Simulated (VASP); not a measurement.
TlBr:

```
Tl Br
1.0
     3.99491    0.00000    0.00000
     0.00000    3.99491    0.00000
     0.00000    0.00000    3.99491
Tl Br
1 1
Direct
  0.00000 0.00000 0.00000
  0.50000 0.50000 0.50000
```

Base run:

```yaml
Program: VASP 6.6.1
Functional: PBEsol
Potentials_or_basis: VASP PAW PBE potentials, release 64 (Tl_d, Br)
Cutoff: 500 eV
k_mesh: 4 × 4 × 4
Occupations: gaussian, width 0.01 eV
Spin: no spin polarisation
```

Its results: band gap on the k mesh 1.76 eV, direct; pressure -1.3 GPa.

Task: The run is repeated on the same cell with these changes: functional from PBEsol to PBE. What comes out?

Result: Band gap on the k mesh 1.88 eV, direct; pressure 1.0 GPa.

PBE binds less tightly than PBEsol, so the same cell stands under more pressure.

Caveats: spin-orbit coupling is left out, which moves the levels of the heavy elements; the PAW data sets were made with another functional, which shifts forces and pressure a little (some runs).

A k mesh can miss the band edges.
